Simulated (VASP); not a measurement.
Runs of VASP 6.6.1 on Fe. The structure is that of space group I4/mmm (No. 139), or close to it. The cells are those of the table. 

```csv
cell,gap on the mesh (eV),pressure (GPa),moment (μB)
"a = 2.476, b = 2.215, c = 2.198 Å, angles 68.3, 56.2, 55.6°, 1 atom",none,135.7,1.95
"a = 2.667, b = 2.386, c = 2.368 Å, angles 68.3, 56.2, 55.6°, 1 atom",none,(b),(a)
"a = 2.617, b = 2.341, c = 2.323 Å, angles 68.3, 56.2, 55.6°, 1 atom",none,46.2,2.24
"a = 2.716, b = 2.429, c = 2.411 Å, angles 68.3, 56.2, 55.6°, 1 atom",none,16.4,2.54
"a = 2.565, b = 2.294, c = 2.277 Å, angles 68.3, 56.2, 55.6°, 1 atom",none,72.7,2.14
```

Alike in all rows: task single point; level r2SCAN; potentials or basis VASP PAW PBE potentials, release 64 (Fe); spin collinear, ferromagnetic start; k mesh 14 × 14 × 14; cutoff (eV) 520; smearing fermi-dirac 0.1 eV.

**Question.** Fill in the values left out.

**Answer.** (a) 2.41; (b) 29.6.

Caveats: the PAW data sets were made with another functional, which shifts forces and pressure a little.

A gap of «none» marks levels without a gap at the run's occupations.
